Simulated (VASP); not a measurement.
# Na (P6_3/mmc) in VASP: single point with LDA

Aim: the single point of Na with LDA.

Program: VASP 6.6.1. These are calculated values, not measurements. Logs are shortened: lines on timing, memory, paths and dates and some standing lists are left out, and cuts for length are marked.

**1. The cell of the first run**

The structure is hexagonal, space group P6_3/mmc (No. 194). Conventional cell: a = 3.621 Å, b = 3.621 Å, c = 5.898 Å, α = 90.00°, β = 90.00°, γ = 120.00°. Na (site symmetry -6m2) has 12 Na at 3.61 to 3.62 Å within 4.7 Å.

This isn't the form of Na at room conditions, which is bcc.

**2. Single point, LDA**

The input, INCAR:

```
SYSTEM = Na
PREC     = Accurate       ! precision mode
ENCUT    = 520            ! plane-wave cutoff, eV
EDIFF    = 1E-7           ! SCF threshold, eV
ISMEAR   = 0              ! smearing method
SIGMA    = 0.15           ! smearing width, eV
LREAL    = .False.        ! projectors in reciprocal space
LASPH    = .True.         ! aspherical terms in the spheres
NELM     = 100            ! most SCF steps
ALGO     = Normal         ! electronic algorithm
ISIF     = 2              ! what is computed and relaxed
LWAVE    = .False.        ! write WAVECAR
LCHARG   = .True.         ! write CHGCAR
GGA      = CA             ! functional
LELF     = .True.         ! ELF
LVHAR    = .True.       
NBANDS   = 14             ! bands
```

The input, KPOINTS:

```
Automatic mesh
0
Gamma
  15 15 8
  0 0 0
```

The input, POSCAR:

```
Na
1.0
    3.6209798977      0.0000000000      0.0000000000
   -1.8104899489      3.1358605780      0.0000000000
    0.0000000000      0.0000000000      5.8981745703
Na
2
Direct
    0.3333333333      0.6666666667      0.2500000000
    0.6666666667      0.3333333333      0.7500000000
```

Potentials or basis: VASP PAW LDA potentials, release 64 (Na_pv).

Launch:

```console
> cat potpaw_LDA.64/Na_pv/POTCAR > POTCAR
> mpirun -np 1 vasp_std > vasp.out
```

OUTCAR:

```text
SYSTEM = Na
   PREC = Accurate
   ENCUT = 520
   EDIFF = 1E-7
   ISMEAR = 0
   LREAL = .False.
   LASPH = .True.
   NELM = 100
   ISIF = 2
   GGA = CA

 ion  position               nearest neighbor table
   1  0.333  0.667  0.250-
   2  0.667  0.333  0.750-

  LATTYP: Found a hexagonal cell.
 ALAT       =     3.6209798977
 C/A-ratio  =     1.6288890679

  Lattice vectors:

 A1 = (   3.6209798977,   0.0000000000,   0.0000000000)
 A2 = (  -1.8104899489,   3.1358605780,   0.0000000000)
 A3 = (   0.0000000000,   0.0000000000,   5.8981745703)

Analysis of symmetry for initial positions (statically):
=====================================================================
 Subroutine PRICEL returns:
 Original cell was already a primitive cell.

 Routine SETGRP: Setting up the symmetry group for a
 hexagonal supercell.

 Subroutine GETGRP returns: Found 24 space group operations
 (whereof 12 operations were pure point group operations)
 out of a pool of 24 trial point group operations.

The static configuration has the point symmetry D_3d.
 The point group associated with its full space group is D_6h.

Analysis of symmetry for dynamics (positions and initial velocities):
=====================================================================
 Subroutine PRICEL returns:
 Original cell was already a primitive cell.

 Routine SETGRP: Setting up the symmetry group for a
 hexagonal supercell.

 Subroutine GETGRP returns: Found 24 space group operations
 (whereof 12 operations were pure point group operations)
 out of a pool of 24 trial point group operations.

The dynamic configuration has the point symmetry D_3d.
 The point group associated with its full space group is D_6h.

 Subroutine INISYM returns: Found 24 space group operations
 (whereof 12 operations are pure point group operations),
 and found     1 'primitive' translations

----------------------------------------------------------------------------------------

                                     Primitive cell

  volume of cell :      66.9731

  direct lattice vectors                    reciprocal lattice vectors
     3.620979898  0.000000000  0.000000000     0.276168338  0.159445864  0.000000000
    -1.810489949  3.135860578  0.000000000     0.000000000  0.318891728  0.000000000
     0.000000000  0.000000000  5.898174570     0.000000000  0.000000000  0.169543981

  length of vectors
     3.620979898  3.620979898  5.898174570     0.318891728  0.318891728  0.169543981

  position of ions in fractional coordinates (direct lattice)
     0.333333333  0.666666667  0.250000000
     0.666666667  0.333333333  0.750000000

  ion indices of the primitive-cell ions
   primitive index   ion index
                 1           1
                 2           2

----------------------------------------------------------------------------------------

 KPOINTS: Automatic mesh

Automatic generation of k-mesh.
 Grid dimensions read from file:
 generate k-points for:   15   15    8

 Generating k-lattice:

  Cartesian coordinates                     Fractional coordinates (reciprocal lattice)
     0.018411223  0.010629724  0.000000000     0.066666667 -0.000000000  0.000000000
     0.000000000  0.021259449  0.000000000     0.000000000  0.066666667  0.000000000
     0.000000000  0.000000000  0.021192998     0.000000000  0.000000000  0.125000000

  Length of vectors
     0.021259449  0.021259449  0.021192998

  Shift w.r.t. Gamma in fractional coordinates (k-lattice)
     0.000000000  0.000000000  0.000000000

 Subroutine IBZKPT returns following result:
 ===========================================

 Found    135 irreducible k-points:

 Following reciprocal coordinates:
            Coordinates               Weight
  0.000000  0.000000  0.000000      1.000000
  0.066667  0.000000  0.000000      6.000000
  0.133333  0.000000  0.000000      6.000000
  0.200000  0.000000  0.000000      6.000000
  0.266667  0.000000  0.000000      6.000000
  0.333333  0.000000  0.000000      6.000000
[... 16 lines left out ...]
  0.333333  0.200000  0.000000     12.000000
  0.400000  0.200000  0.000000      6.000000
 [... further k-points ...]
   k-points           NKPTS =    135   k-points in BZ     NKDIM =    135   number of bands    NBANDS=     14
   number of dos      NEDOS =    301   number of ions     NIONS =      2
   total plane-waves  NPLWV =  37632
   dimension x,y,z NGX =    28 NGY =   28 NGZ =   48
   dimension x,y,z NGXF=    56 NGYF=   56 NGZF=   96
   ions per type =               2
   NGX,Y,Z   is equivalent  to a cutoff of  12.86, 12.86, 13.53 a.u.
   NGXF,Y,Z  is equivalent  to a cutoff of  25.71, 25.71, 27.06 a.u.
 SYSTEM =  Na
   PREC   = accura    normal or accurate (medium, high low for compatibility)
   ISTART =      0    job   : 0-new  1-cont  2-samecut
   ICHARG =      2    charge: 1-file 2-atom 10-const
   ISPIN  =      1    spin polarized calculation?
   LNONCOLLINEAR =      F non collinear calculations
   LSORBIT =      F    spin-orbit coupling
   LASPH  =      T    aspherical Exc in radial PAW
   ENCUT  =  520.0 eV  38.22 Ry    6.18 a.u.   6.73  6.73 10.97*2*pi/ulx,y,z
   NELM   =    100;   NELMIN=  2; NELMDL= -5     # of ELM steps
   EDIFF  = 0.1E-06   stopping-criterion for ELM
   LREAL  =      F    real-space projection
   EDIFFG = 0.1E-05   stopping-criterion for IOM
   NSW    =      0    number of steps for IOM
   IBRION =     -1    ionic relax: 0-MD 1-quasi-New 2-CG
   NFREE  =      0    steps in history (QN), initial steepest desc. (CG)
   ISIF   =      2    stress and relaxation
   ISYM   =      2    0-nonsym 1-usesym 2-fastsym
   POTIM  = 0.5000    time-step for ionic-motion
   TEBEG  =    0.0;   TEEND  =   0.0 temperature during run
   PSTRESS=    0.0 pullay stress
   NELECT =      14.0000    total number of electrons
   NUPDOWN=      -1.0000    fix difference up-down
   EMIN   =  10.00;   EMAX   =-10.00  energy-range for DOS
   EFERMI =   0.00;   METHOD = LEGACY
   ISMEAR =     0;   SIGMA  =   0.15  broadening in eV -4-tet -1-fermi 0-gaus
   EFERMI_NEDOS =   21; number of points for ismear=-14 and -15
   IALGO  =     38    algorithm
   IMIX   =      4    mixing-type and parameters
     AMIX     =   0.40;   BMIX     =  1.00
     AMIX_MAG =   1.60;   BMIX_MAG =  1.00
  volume/ion in A,a.u.               =      33.49       225.98
  Fermi-wavevector in a.u.,A,eV,Ry     =   0.971592  1.836043 12.843783  0.943991
  Thomas-Fermi vector in A             =   2.101822
   LORBIT       =      0    0 simple, 1 ext, 2 COOP (PROOUT), +10 PAW based schemes
   GGA     = CA    functional components
   LHFCALC =     F    Hartree Fock is set to
   AEXX    =    0.0000 exact exchange contribution
   IVDW    =     0    specifies the selected vdW correction
   LEPSILON=     F    determine dielectric tensor
   LRPA    =     F    only Hartree local field effects (RPA)
 non-spin polarized calculation
 Gauss-broadening in eV      SIGMA  =   0.15
  energy-cutoff  :      520.00
  volume of cell :       66.97
 maximum number of plane-waves:      1834
 NGX is ok and might be reduce to    28
   NGX = 13   NGY = 13   NGZ = 21

 number of electron      14.0000010 magnetization

 Free energy of the ion-electron system (eV)
  ---------------------------------------------------
  ext. energy  EPLUGINS =         0.00000000
  ---------------------------------------------------
  free energy    TOTEN  =        -2.91335344 eV

  energy without entropy =       -2.90179135  energy(sigma->0) =       -2.90757239

 E-fermi :   0.4700     XC(G=0):  -7.0190

 val. band max:        0.4655416147   @ k =   0.0667   0.0667   0.1250
 cond. band min:       0.4747230390   @ k =   0.2667   0.0000   0.2500
 fundamental gap:      0.0091814243
 Fermi energy:         0.4700378783

 k-point     1 :       0.0000    0.0000    0.0000
  band No.  band energies     occupation
      1     -24.4563      2.00000
      2     -24.4119      2.00000
      3     -24.4119      2.00000
      4     -24.4048      2.00000
      5     -24.4048      2.00000
      6     -24.4046      2.00000
      7      -3.0466      2.00000
      8       1.0594      0.00000
      9       1.4927      0.00000
     10      10.9566      0.00000
     11      10.9566      0.00000
     12      11.3817      0.00000
     13      11.3817      0.00000
     14      11.5267      0.00000

 k-point     2 :       0.0667    0.0000    0.0000
  band No.  band energies     occupation
      1     -24.4556      2.00000
      2     -24.4136      2.00000
      3     -24.4124      2.00000
      4     -24.4065      2.00000
      5     -24.4051      2.00000
      6     -24.4049      2.00000
      7      -2.9760      2.00000
      8       1.1206      0.00000
      9       1.5613      0.00000
     10       9.6328      0.00000
     11      10.3693      0.00000
     12      10.8733      0.00000
     13      12.0433      0.00000
     14      12.2398      0.00000

 k-point     3 :       0.1333    0.0000    0.0000
  band No.  band energies     occupation
      1     -24.4534      2.00000
      2     -24.4182      2.00000
      3     -24.4139      2.00000
      4     -24.4113      2.00000
      5     -24.4058      2.00000
      6     -24.4057      2.00000
      7      -2.7647      2.00000
      8       1.3045      0.00000
      9       1.7652      0.00000
     10       8.0329      0.00000
     11       9.7129      0.00000
     12      10.0343      0.00000
     13      11.6156      0.00000
     14      12.3063      0.00000

 k-point     4 :       0.2000    0.0000    0.0000
  band No.  band energies     occupation
      1     -24.4500      2.00000
      2     -24.4252      2.00000
      3     -24.4183      2.00000
      4     -24.4160      2.00000
      5     -24.4071      2.00000
      6     -24.4070      2.00000
      7      -2.4149      2.00000
      8       1.6117      0.00000
      9       2.0969      0.00000
     10       6.5064      0.00000
     11       9.1579      0.00000
     12       9.1941      0.00000
     13      10.0656      0.00000
     14      11.5167      0.00000

 k-point     5 :       0.2667    0.0000    0.0000
  band No.  band energies     occupation
      1     -24.4458      2.00000
      2     -24.4333      2.00000
      3     -24.4262      2.00000
      4     -24.4184      2.00000
      5     -24.4091      2.00000
      6     -24.4085      2.00000
      7      -1.9295      2.00000
      8       2.0429      0.00000
      9       2.5347      0.00000
     10       5.1006      0.00000
     11       8.3522      0.00000
[... 276 lines left out ...]
 k-point    22 :       0.2667    0.2000    0.0000
  band No.  band energies     occupation
      1     -24.4421      2.00000
      2     -24.4384      2.00000
      3     -24.4356      2.00000
      4     -24.4255      2.00000
      5     -24.4178      2.00000
      6     -24.4151      2.00000
      7      -0.5027      2.00000
      8       3.1706      0.00000
      9       3.3446      0.00000
     10       3.8623      0.00000
     11       4.9354      0.00000
     12       7.1033      0.00000
     13       8.0634      0.00000
     14       8.1523      0.00000

 k-point    23 :       0.3333    0.2000    0.0000
  band No.  band energies     occupation
      1     -24.4456      2.00000
      2     -24.4389      2.00000
      3     -24.4317      2.00000
      4     -24.4291      2.00000
      5     -24.4197      2.00000
      6     -24.4179      2.00000
      7       0.2928      1.90528
      8       2.2143      0.00000
      9       3.9076      0.00000
     10       4.0929      0.00000
     11       5.1712      0.00000
     12       5.9737      0.00000
     13       7.2400      0.00000
     14       7.8683      0.00000

 k-point    24 :       0.4000    0.2000    0.0000
  band No.  band energies     occupation
      1     -24.4468      2.00000
      2     -24.4388      2.00000
      3     -24.4306      2.00000
      4     -24.4298      2.00000
      5     -24.4204      2.00000
      6     -24.4194      2.00000
      7       1.1339      0.00000
      8       1.2787      0.00000
      9       3.9199      0.00000
     10       4.9607      0.00000
     11       4.9778      0.00000
     12       5.4819      0.00000
     13       6.7401      0.00000
     14       7.8041      0.00000

 [... further k-points ...]

------------------------ aborting loop because EDIFF is reached ----------------------------------------

  FORCE on cell =-STRESS in cart. coord.  units (eV):
  Direction    XX          YY          ZZ          XY          YZ          ZX
  --------------------------------------------------------------------------------------
  -------------------------------------------------------------------------------------
  Total       -0.0142276     -0.0142276     -0.0223009      0.0000000      0.0000000      0.0000000
  in kB       -0.3403631     -0.3403631     -0.5334984      0.0000000      0.0000000      0.0000000
  external PRESSURE =      -0.4047415 kB  Pullay stress =       0.0000000 kB

 VOLUME and BASIS-vectors are now :
 -----------------------------------------------------------------------------
  energy-cutoff  :      520.00
  volume of cell :       66.97
      direct lattice vectors                 reciprocal lattice vectors
     3.620979898  0.000000000  0.000000000     0.276168338  0.159445864  0.000000000
    -1.810489949  3.135860578  0.000000000     0.000000000  0.318891728  0.000000000
     0.000000000  0.000000000  5.898174570     0.000000000  0.000000000  0.169543981

 POSITION                                       TOTAL-FORCE (eV/Angst)
 -----------------------------------------------------------------------------------
     -0.00000      2.09057      1.47454        -0.000000      0.000000      0.000000
      1.81049      1.04529      4.42363         0.000000      0.000000      0.000000
 -----------------------------------------------------------------------------------
    total drift:                                0.000000     -0.000000      0.000000

  FREE ENERGIE OF THE ION-ELECTRON SYSTEM (eV)
  ---------------------------------------------------
  free  energy   TOTEN  =        -2.9133534353 eV

  energy  without entropy=       -2.9017913529  energy(sigma->0) =       -2.90757239
```

Wall time 60 s (1 thread of AMD EPYC 7R43 (Zen 3), shared host); peak memory 0.18 GiB.

What came out:

* Free energy: -2.9134 eV
* Pressure: 0.0 GPa
* Band gap on the k mesh: zero (bands 7 and 8 overlap by 4.59 eV)
